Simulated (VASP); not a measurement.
# Pb (Fm-3m) in VASP: a series of runs

Runs on Pb. Level: PBE. Tasks: single point.

All numbers are computed with VASP 6.6.1; they aren't measurements. Logs are shortened: lines on timing, memory, paths and dates and some standing lists are left out, and cuts for length are marked.

## 1. The cell of the first run

It takes space group Fm-3m (No. 225, cubic). The conventional cell has a = 5.035 Å, b = 5.035 Å, c = 5.035 Å, α = 90.00°, β = 90.00°, γ = 90.00°. Within 4.7 Å of Pb (site symmetry m-3m) lie 12 Pb at 3.56 Å.

## 2. Single point, PBE

The input, INCAR:

```
SYSTEM = Pb
ALGO = Normal ; EDIFF = 1E-6
ENCUT = 520 ; GGA = PE
ISIF = 2 ; ISMEAR = 0
LASPH = .TRUE. ; LCHARG = .TRUE.
LELF = .TRUE. ; LREAL = .FALSE.
LVHAR = .TRUE. ; LWAVE = .FALSE.
NBANDS = 13 ; NELM = 100
PREC = Accurate ; SIGMA = 0.6
```

The input, KPOINTS:

```
k-points
0
G
  11 11 11
  0 0 0
```

The input, POSCAR:

```
Pb
1.0
    0.0000000000      2.5175937382      2.5175937382
    2.5175937382      0.0000000000      2.5175937382
    2.5175937382      2.5175937382      0.0000000000
Pb
1
Direct
    0.0000000000      0.0000000000      0.0000000000
```

Potentials or basis: VASP PAW PBE potentials, release 64 (Pb_d).

The run is started by

```console
cat potpaw_PBE.64/Pb_d/POTCAR > POTCAR
mpirun -np 1 vasp_std > vasp.out
```

OUTCAR:

```text
SYSTEM = Pb
   EDIFF = 1E-6
   ENCUT = 520
   GGA = PE
   ISIF = 2
   ISMEAR = 0
   LASPH = .TRUE.
   LREAL = .FALSE.
   NELM = 100
   PREC = Accurate

 ion  position               nearest neighbor table
   1  0.000  0.000  0.000-

  LATTYP: Found a face centered cubic cell.
 ALAT       =     5.0351874764

  Lattice vectors:

 A1 = (   0.0000000000,   2.5175937382,   2.5175937382)
 A2 = (   2.5175937382,   0.0000000000,   2.5175937382)
 A3 = (   2.5175937382,   2.5175937382,   0.0000000000)

Analysis of symmetry for initial positions (statically):
=====================================================================
 Subroutine PRICEL returns:
 Original cell was already a primitive cell.

 Routine SETGRP: Setting up the symmetry group for a
 face centered cubic supercell.

 Subroutine GETGRP returns: Found 48 space group operations
 (whereof 48 operations were pure point group operations)
 out of a pool of 48 trial point group operations.

The static configuration has the point symmetry O_h .

Analysis of symmetry for dynamics (positions and initial velocities):
=====================================================================
 Subroutine PRICEL returns:
 Original cell was already a primitive cell.

 Routine SETGRP: Setting up the symmetry group for a
 face centered cubic supercell.

 Subroutine GETGRP returns: Found 48 space group operations
 (whereof 48 operations were pure point group operations)
 out of a pool of 48 trial point group operations.

The dynamic configuration has the point symmetry O_h .

 Subroutine INISYM returns: Found 48 space group operations
 (whereof 48 operations are pure point group operations),
 and found     1 'primitive' translations

----------------------------------------------------------------------------------------

                                     Primitive cell

  volume of cell :      31.9144

  direct lattice vectors                    reciprocal lattice vectors
     0.000000000  2.517593738  2.517593738    -0.198602337  0.198602337  0.198602337
     2.517593738  0.000000000  2.517593738     0.198602337 -0.198602337  0.198602337
     2.517593738  2.517593738  0.000000000     0.198602337  0.198602337 -0.198602337

  length of vectors
     3.560415209  3.560415209  3.560415209     0.343989338  0.343989338  0.343989338

  position of ions in fractional coordinates (direct lattice)
     0.000000000  0.000000000  0.000000000

  ion indices of the primitive-cell ions
   primitive index   ion index
                 1           1

----------------------------------------------------------------------------------------

 KPOINTS: k-points

Automatic generation of k-mesh.
 Grid dimensions read from file:
 generate k-points for:   11   11   11

 Generating k-lattice:

  Cartesian coordinates                     Fractional coordinates (reciprocal lattice)
    -0.018054758  0.018054758  0.018054758     0.090909091  0.000000000  0.000000000
     0.018054758 -0.018054758  0.018054758     0.000000000  0.090909091  0.000000000
     0.018054758  0.018054758 -0.018054758     0.000000000  0.000000000  0.090909091

  Length of vectors
     0.031271758  0.031271758  0.031271758

  Shift w.r.t. Gamma in fractional coordinates (k-lattice)
     0.000000000  0.000000000  0.000000000

 Subroutine IBZKPT returns following result:
 ===========================================

 Found     56 irreducible k-points:

 Following reciprocal coordinates:
            Coordinates               Weight
  0.000000  0.000000  0.000000      1.000000
  0.090909  0.000000  0.000000      8.000000
  0.181818  0.000000  0.000000      8.000000
  0.272727  0.000000  0.000000      8.000000
  0.363636  0.000000  0.000000      8.000000
  0.454545  0.000000  0.000000      8.000000
[... 16 lines left out ...]
 -0.272727  0.181818  0.000000     24.000000
 -0.181818  0.181818  0.000000     12.000000
 [... further k-points ...]
   k-points           NKPTS =     56   k-points in BZ     NKDIM =     56   number of bands    NBANDS=     13
   number of dos      NEDOS =    301   number of ions     NIONS =      1
   total plane-waves  NPLWV =  21952
   dimension x,y,z NGX =    28 NGY =   28 NGZ =   28
   dimension x,y,z NGXF=    56 NGYF=   56 NGZF=   56
   ions per type =               1
   NGX,Y,Z   is equivalent  to a cutoff of  13.07, 13.07, 13.07 a.u.
   NGXF,Y,Z  is equivalent  to a cutoff of  26.15, 26.15, 26.15 a.u.
 SYSTEM =  Pb
   PREC   = accura    normal or accurate (medium, high low for compatibility)
   ISTART =      0    job   : 0-new  1-cont  2-samecut
   ICHARG =      2    charge: 1-file 2-atom 10-const
   ISPIN  =      1    spin polarized calculation?
   LNONCOLLINEAR =      F non collinear calculations
   LSORBIT =      F    spin-orbit coupling
   LASPH  =      T    aspherical Exc in radial PAW
   ENCUT  =  520.0 eV  38.22 Ry    6.18 a.u.   6.62  6.62  6.62*2*pi/ulx,y,z
   NELM   =    100;   NELMIN=  2; NELMDL= -5     # of ELM steps
   EDIFF  = 0.1E-05   stopping-criterion for ELM
   LREAL  =      F    real-space projection
   EDIFFG = 0.1E-04   stopping-criterion for IOM
   NSW    =      0    number of steps for IOM
   IBRION =     -1    ionic relax: 0-MD 1-quasi-New 2-CG
   NFREE  =      0    steps in history (QN), initial steepest desc. (CG)
   ISIF   =      2    stress and relaxation
   ISYM   =      2    0-nonsym 1-usesym 2-fastsym
   POTIM  = 0.5000    time-step for ionic-motion
   TEBEG  =    0.0;   TEEND  =   0.0 temperature during run
   PSTRESS=    0.0 pullay stress
   NELECT =      14.0000    total number of electrons
   NUPDOWN=      -1.0000    fix difference up-down
   EMIN   =  10.00;   EMAX   =-10.00  energy-range for DOS
   EFERMI =   0.00;   METHOD = LEGACY
   ISMEAR =     0;   SIGMA  =   0.60  broadening in eV -4-tet -1-fermi 0-gaus
   EFERMI_NEDOS =   21; number of points for ismear=-14 and -15
   IALGO  =     38    algorithm
   IMIX   =      4    mixing-type and parameters
     AMIX     =   0.40;   BMIX     =  1.00
     AMIX_MAG =   1.60;   BMIX_MAG =  1.00
  volume/ion in A,a.u.               =      31.91       215.37
  Fermi-wavevector in a.u.,A,eV,Ry     =   1.243909  2.350647 21.052417  1.547309
  Thomas-Fermi vector in A             =   2.378199
   LORBIT       =      0    0 simple, 1 ext, 2 COOP (PROOUT), +10 PAW based schemes
   GGA     = PE    functional components
   LHFCALC =     F    Hartree Fock is set to
   AEXX    =    0.0000 exact exchange contribution
   IVDW    =     0    specifies the selected vdW correction
   LEPSILON=     F    determine dielectric tensor
   LRPA    =     F    only Hartree local field effects (RPA)
 non-spin polarized calculation
 Gauss-broadening in eV      SIGMA  =   0.60
  energy-cutoff  :      520.00
  volume of cell :       31.91
 maximum number of plane-waves:       881
   NGX = 13   NGY = 13   NGZ = 13

 number of electron      14.0000003 magnetization

 Free energy of the ion-electron system (eV)
  ---------------------------------------------------
  ext. energy  EPLUGINS =         0.00000000
  ---------------------------------------------------
  free energy    TOTEN  =        -3.61135369 eV

  energy without entropy =       -3.51383145  energy(sigma->0) =       -3.56259257

 E-fermi :   6.7478     XC(G=0):  -9.9415

 val. band max:        6.6830654056   @ k =   0.3636   0.2727   0.0000
 cond. band min:       6.7742586573   @ k =   0.2727   0.0000   0.0000
 fundamental gap:      0.0911932517
 Fermi energy:         6.7478285928

 k-point     1 :       0.0000    0.0000    0.0000
  band No.  band energies     occupation
      1     -10.3168      2.00000
      2     -10.3168      2.00000
      3     -10.3168      2.00000
      4     -10.1975      2.00000
      5     -10.1975      2.00000
      6      -4.6955      2.00000
      7      13.7416      0.00000
      8      13.7416      0.00000
      9      13.7416      0.00000
     10      16.4492      0.00000
     11      17.4158      0.00000
     12      18.8375      0.00000
     13      18.8375      0.00000

 k-point     2 :       0.0909    0.0000    0.0000
  band No.  band energies     occupation
      1     -10.3167      2.00000
      2     -10.3068      2.00000
      3     -10.3068      2.00000
      4     -10.1979      2.00000
      5     -10.1979      2.00000
      6      -4.5449      2.00000
      7      12.0704      0.00000
      8      13.5580      0.00000
      9      13.5580      0.00000
     10      16.0704      0.00000
     11      18.2350      0.00000
     12      19.1659      0.00000
     13      19.1659      0.00000

 k-point     3 :       0.1818    0.0000    0.0000
  band No.  band energies     occupation
      1     -10.3180      2.00000
      2     -10.2892      2.00000
      3     -10.2892      2.00000
      4     -10.1894      2.00000
      5     -10.1894      2.00000
      6      -4.0943      2.00000
      7       9.3685      0.00000
      8      13.1286      0.00000
      9      13.1286      0.00000
     10      15.6624      0.00000
     11      18.9012      0.00000
     12      19.3743      0.00000
     13      19.3750      0.00000

 k-point     4 :       0.2727    0.0000    0.0000
  band No.  band energies     occupation
      1     -10.3226      2.00000
      2     -10.2876      2.00000
      3     -10.2876      2.00000
      4     -10.1561      2.00000
      5     -10.1561      2.00000
      6      -3.3582      2.00000
      7       6.7743      0.95033
      8      12.6521      0.00000
      9      12.6521      0.00000
     10      15.4447      0.00000
     11      17.7107      0.00000
     12      18.5648      0.00000
     13      18.5648      0.00000

 k-point     5 :       0.3636    0.0000    0.0000
  band No.  band energies     occupation
      1     -10.3293      2.00000
      2     -10.2978      2.00000
      3     -10.2978      2.00000
      4     -10.1131      2.00000
      5     -10.1131      2.00000
      6      -2.4051      2.00000
      7       4.5402      2.00000
      8      12.2652      0.00000
      9      12.2652      0.00000
     10      15.4343      0.00000
     11      16.7682      0.00000
     12      17.9662      0.00000
     13      17.9662      0.00000
[... 257 lines left out ...]
 k-point    22 :      -0.3636    0.1818    0.0000
  band No.  band energies     occupation
      1     -10.3249      2.00000
      2     -10.2777      2.00000
      3     -10.2465      2.00000
      4     -10.1272      2.00000
      5     -10.1198      2.00000
      6      -1.3460      2.00000
      7       3.9797      2.00000
      8       8.3296      0.00019
      9      11.4797      0.00000
     10      14.5474      0.00000
     11      18.3423      0.00000
     12      19.1369      0.00000
     13      22.0319      0.00000

 k-point    23 :      -0.2727    0.1818    0.0000
  band No.  band energies     occupation
      1     -10.3051      2.00000
      2     -10.2916      2.00000
      3     -10.2396      2.00000
      4     -10.1743      2.00000
      5     -10.1241      2.00000
      6      -2.2549      2.00000
      7       5.6330      1.99140
      8       8.3785      0.00012
      9      12.3093      0.00000
     10      15.2559      0.00000
     11      18.1009      0.00000
     12      18.9631      0.00000
     13      20.4225      0.00000

 k-point    24 :      -0.1818    0.1818    0.0000
  band No.  band energies     occupation
      1     -10.3094      2.00000
      2     -10.2872      2.00000
      3     -10.2347      2.00000
      4     -10.2216      2.00000
      5     -10.1355      2.00000
      6      -3.1169      2.00000
      7       7.4175      0.11446
      8       9.1381      0.00000
      9      13.1567      0.00000
     10      16.2486      0.00000
     11      17.6034      0.00000
     12      18.7804      0.00000
     13      19.1812      0.00000

 [... further k-points ...]

------------------------ aborting loop because EDIFF is reached ----------------------------------------

  FORCE on cell =-STRESS in cart. coord.  units (eV):
  Direction    XX          YY          ZZ          XY          YZ          ZX
  --------------------------------------------------------------------------------------
  -------------------------------------------------------------------------------------
  Total        0.0416863      0.0416863      0.0416863      0.0000000     -0.0000000      0.0000000
  in kB        2.0927471      2.0927471      2.0927471      0.0000000     -0.0000000      0.0000000
  external PRESSURE =       2.0927471 kB  Pullay stress =       0.0000000 kB

 VOLUME and BASIS-vectors are now :
 -----------------------------------------------------------------------------
  energy-cutoff  :      520.00
  volume of cell :       31.91
      direct lattice vectors                 reciprocal lattice vectors
     0.000000000  2.517593738  2.517593738    -0.198602337  0.198602337  0.198602337
     2.517593738  0.000000000  2.517593738     0.198602337 -0.198602337  0.198602337
     2.517593738  2.517593738  0.000000000     0.198602337  0.198602337 -0.198602337

 POSITION                                       TOTAL-FORCE (eV/Angst)
 -----------------------------------------------------------------------------------
      0.00000      0.00000      0.00000         0.000000     -0.000000     -0.000000
 -----------------------------------------------------------------------------------
    total drift:                               -0.000000     -0.000000     -0.000000

  FREE ENERGIE OF THE ION-ELECTRON SYSTEM (eV)
  ---------------------------------------------------
  free  energy   TOTEN  =        -3.6113536856 eV

  energy  without entropy=       -3.5138314474  energy(sigma->0) =       -3.56259257
```

Wall time 17 s (1 thread of AMD EPYC 9R45 (Zen 5), shared host); peak memory 0.12 GiB.

Results:

```
Free energy            : -3.6114 eV
Pressure               : 0.2 GPa
Band gap on the k mesh : zero (band 7 reaches 13.74 eV, above the bottom of band 8 at 5.37 eV)
```

Caveat: spin-orbit coupling is left out, which moves the levels of the heavy elements.

## 3. Single point, PBE

The input, INCAR:

```
PREC = Accurate
ENCUT = 520
EDIFF = 1E-7
ISMEAR = 0
SIGMA = 1.0
LREAL = F
LASPH = T
NELM = 100
ALGO = Normal
ISIF = 2
LWAVE = F
LCHARG = F
GGA = PE
NBANDS = 13
```

The input, KPOINTS:

```
Automatic mesh
0
Gamma
  11 11 11
```

POSCAR is that of step 2.

Potentials or basis: VASP PAW PBE potentials, release 64 (Pb_d).

The run is started by

```console
cat potpaw_PBE.64/Pb_d/POTCAR > POTCAR
mpirun -np 1 vasp_std > vasp.out
```

Run time: 17 s. Hardware: 1 thread of AMD EPYC 9R45 (Zen 5), shared host; peak memory 0.13 GiB.

Results (log left out):

| Item | Value |
| --- | --- |
| Free energy | -3.6984 eV |
| Pressure | 0.6 GPa |
| Band gap on the k mesh | zero (band 7 reaches 13.74 eV, above the bottom of band 8 at 5.37 eV) |

Levels at points of the mesh, in eV from the Fermi level:
| k point | band 4 | band 5 | band 6 | band 7 | band 8 | band 9 | band 10 | band 11 |
| --- | --- | --- | --- | --- | --- | --- | --- | --- |
| (0.00, 0.00, 0.00) | -16.93 | -16.93 | -11.43 | 7.01 | 7.01 | 7.01 | 9.72 | 10.69 |

Caveat: spin-orbit coupling is left out, which moves the levels of the heavy elements.

## 4. Single point, PBE

The input, INCAR:

```
SYSTEM = Pb
PREC = Accurate ; ENCUT = 520
EDIFF = 1E-6 ; ISMEAR = 1
SIGMA = 0.01 ; LREAL = .FALSE.
LASPH = .TRUE. ; NELM = 60
ALGO = Normal ; ISIF = 2
LWAVE = .FALSE. ; LCHARG = .FALSE.
GGA = PE ; NBANDS = 13
```

The input, KPOINTS:

```
Automatic mesh
0
G
  11 11 11
  0 0 0
```

POSCAR is that of step 3.

The run is started by

```console
cat potpaw_PBE.64/Pb_d/POTCAR > POTCAR
mpirun -np 1 vasp_std > vasp.out
```

It took 16 s on 1 thread of AMD EPYC 9R45 (Zen 5), shared host; peak memory 0.13 GiB.

It converged, with:

```
Free energy            : -3.5658 eV
Pressure               : -0.2 GPa
Band gap on the k mesh : zero (band 7 reaches 13.74 eV, above the bottom of band 8 at 5.37 eV)
```

Levels at points of the mesh, in eV from the Fermi level:
| k point | band 4 | band 5 | band 6 | band 7 | band 8 | band 9 | band 10 | band 11 |
| --- | --- | --- | --- | --- | --- | --- | --- | --- |
| (0.00, 0.00, 0.00) | -16.89 | -16.89 | -11.38 | 7.05 | 7.05 | 7.05 | 9.76 | 10.73 |

Caveat: spin-orbit coupling is left out, which moves the levels of the heavy elements.

## 5. Overview

```csv
smearing,gap on the mesh (eV),pressure (GPa)
gaussian 0.6 eV,none,0.2
gaussian 1 eV,none,0.6
methfessel-paxton 0.01 eV,none,-0.2
```

Alike in all rows: task single point; level PBE; potentials or basis VASP PAW PBE potentials, release 64 (Pb_d); no spin polarisation; cell as given; k mesh 11 × 11 × 11; cutoff (eV) 520.

Every run on the cell as given and a fine mesh finds a metal.

Caveats: spin-orbit coupling is left out, which moves the levels of the heavy elements.

Absolute energies hang on the potentials; compare differences alone.
